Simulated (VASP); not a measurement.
Wanted: the native input for a VASP 6.6.1 run.

```
Task                   : single point
Functional             : PBE
Potentials or basis    : VASP PAW PBE potentials, release 64 (Ga_d, N)
Cutoff                 : 600 eV
k mesh                 : 6 × 6 × 6
Occupations            : gaussian, width 0.1 eV
Spin                   : no spin polarisation
Dipole correction      : no
Further INCAR settings : ALGO = Normal; EDIFF = 1e-06; NBANDS = 16
```

The structure of GaN lies in POSCAR:

```
GaN
1.0
    0.0000000000      2.1496326734      2.1496326734
    2.1496326734      0.0000000000      2.1496326734
    2.1496326734      2.1496326734      0.0000000000
Ga N
1 1
Direct
    0.0000000000      0.0000000000      0.0000000000
    0.7500000000      0.7500000000      0.7500000000
```

One way to write it, as run:

INCAR

```
  PREC = Accurate
  ENCUT = 600
  EDIFF = 1E-6
  ISMEAR = 0
  SIGMA = 0.1
  LREAL = F
  LASPH = T
  NELM = 120
  ALGO = Normal
  ISIF = 2
  LWAVE = F
  LCHARG = F
  GGA = PE
  NBANDS = 16
  GGA_COMPAT = F
```

KPOINTS

```
Automatic mesh
0
Gamma
  6 6 6
```

Potentials or basis: VASP PAW PBE potentials, release 64 (Ga_d, N).

The run is started by

```console
$ cat potpaw_PBE.64/Ga_d/POTCAR potpaw_PBE.64/N/POTCAR > POTCAR
$ mpirun -np 1 vasp_std > vasp.out
```

Results of the run:

* Pressure: 41.7 GPa
* Band gap on the k mesh: 2.63 eV, direct

Caveat: the k points lie up to 0.42 Å⁻¹ apart.

Run time: 6.5 s on 1 thread of Intel(R) Xeon(R) 6975P-C (Granite Rapids) (shared host), peak memory 0.14 GiB.
